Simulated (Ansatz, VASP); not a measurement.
AlCo in VASP and in Ansatz

INCAR

```
SYSTEM = AlCo
  PREC = Accurate
  ENCUT = 600
  EDIFF = 1E-6
  ISMEAR = -1
  SIGMA = 0.05
  LREAL = .FALSE.
  LASPH = .TRUE.
  NELM = 200
  ALGO = Normal
  ISIF = 2
  LWAVE = .FALSE.
  LCHARG = .FALSE.
  ISPIN = 2
  MAGMOM = 0.5 0
  LORBIT = 11
  NUPDOWN = 0.5
  LMAXMIX = 4
  GGA = PS
  NBANDS = 21
  GGA_COMPAT = .FALSE.
```

The input KPOINTS:

```
regular mesh
0
G
  8 8 8
  0 0 0
```

POSCAR

```
AlCo
1.0
    2.8194032100      0.0000000000      0.0000000000
    0.0000000000      2.8194032100      0.0000000000
    0.0000000000      0.0000000000      2.8194032100
Co Al
1 1
Direct
    0.5000000000      0.5000000000      0.5000000000
    0.0000000000      0.0000000000      0.0000000000
```

input.yaml

```yaml
crystal:
  lattice:
    - [2.81940321, 0.0, 0.0]
    - [0.0, 2.81940321, 0.0]
    - [0.0, 0.0, 2.81940321]
  atoms:
    - { symbol: Co, position: [0.5, 0.5, 0.5], spin: 0.5 }
    - { symbol: Al, position: [0.0, 0.0, 0.0] }
hamiltonian:
  xc: pbesol
  pseudopotentials: { kind: paw }
magnetization:
  spin_polarized: true
  initial_magnetization: 0.5
  spin_locking: { lock_magnetization: hard }
kpoints:
  mp_grid: { grid: [8, 8, 8] }
scf:
  occupations: { method: fermi_dirac, width: 0.05 }
  lower_state_search: "off"
output:
  forces: true
  stress: true
  eigenvalues: true
```

Alike in both runs: task single point; functional PBEsol; k mesh 8 × 8 × 8; occupations fermi-dirac, width 0.05 eV; collinear spin; fixed moment 0.5 μB.

|  | VASP | Ansatz |
| --- | --- | --- |
| version | VASP 6.6.1 | Ansatz 0.2.0 |
| potentials or method | VASP PAW PBE potentials, release 64 (Co_sv, Al) | Ansatz PAW |
| plane-wave cutoff (eV) | 600 | 420 |
| valence electrons in the cell | 20 | 20 |

VASP gave:

- pressure (GPa): 1.5
- net moment per atom (μB): 0.25
- size of the moment on the site where the two differ most (μB): 0.51

Task: What did Ansatz give for the same quantities?

Result: Pressure (GPa): 3.0; net moment per atom (μB): 0.25; size of the moment on the site where the two differ most (μB): 0.52.

VASP's potentials were made for PBE, not for PBEsol. Site moments also hang on the region over which each program counts them.
